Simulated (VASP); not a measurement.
A run of VASP 6.6.1 is set up as follows.

The input INCAR:

```
SYSTEM = LaMnAl3
PREC = Accurate
ENCUT = 520
EDIFF = 1E-6
ISMEAR = -1
SIGMA = 0.0111
LREAL = .False.
LASPH = .True.
NELM = 60
ALGO = Normal
ISIF = 2
LWAVE = .False.
LCHARG = .False.
GGA = PE
NBANDS = 44
```

File KPOINTS:

```
Automatic mesh
0
Gamma
  4 4 4
  0 0 0
```

File POSCAR:

```
LaMnAl3
1.0
    3.0179170000      1.7423930000      4.8608930000
   -3.0179170000      1.7423930000      4.8608930000
    0.0000000000     -3.4847860000      4.8608930000
La Al Mn
2 6 2
Direct
    0.2500000000      0.2500000000      0.2500000000
    0.7500000000      0.7500000000      0.7500000000
    0.7052000000      0.7948000000      0.2500000000
    0.2500000000      0.7052000000      0.7948000000
    0.7948000000      0.2500000000      0.7052000000
    0.2948000000      0.2052000000      0.7500000000
    0.7500000000      0.2948000000      0.2052000000
    0.2052000000      0.7500000000      0.2948000000
    0.0000000000      0.0000000000      0.0000000000
    0.5000000000      0.5000000000      0.5000000000
```

Potentials or basis: VASP PAW PBE potentials, release 64 (La, Al, Mn_pv).

The run is started by

```sh
$ cat potpaw_PBE.64/La/POTCAR potpaw_PBE.64/Al/POTCAR potpaw_PBE.64/Mn_pv/POTCAR > POTCAR
$ mpirun -np 1 vasp_std > vasp.out
```

Problem. What does it give for the largest force?

Solution. 1.599 eV/Å.

Problem. Predict the band gap on the k mesh.

Solution. Zero (bands 33 and 34 overlap by 0.83 eV).

Forces in eV/Å, atoms in the order of the input:
```
La   0.000  0.000  0.000
La   0.000  0.000  0.000
Al   1.599  0.000  0.000
Al  -0.800  1.385  0.000
Al  -0.800 -1.385  0.000
Al  -1.599  0.000  0.000
Al   0.800 -1.385  0.000
Al   0.800  1.385  0.000
Mn   0.000  0.000  0.000
Mn   0.000  0.000  0.000
```

Caveat: spin-orbit coupling is left out, which moves the levels of the heavy elements; the run has no spin polarisation, though such a crystal can be magnetic; forces of over 1 eV/Å act on the atoms, so gaps and moduli don't describe the material at rest. Spin polarisation is off, so any magnetic state and its effect on volume and gap are missing.
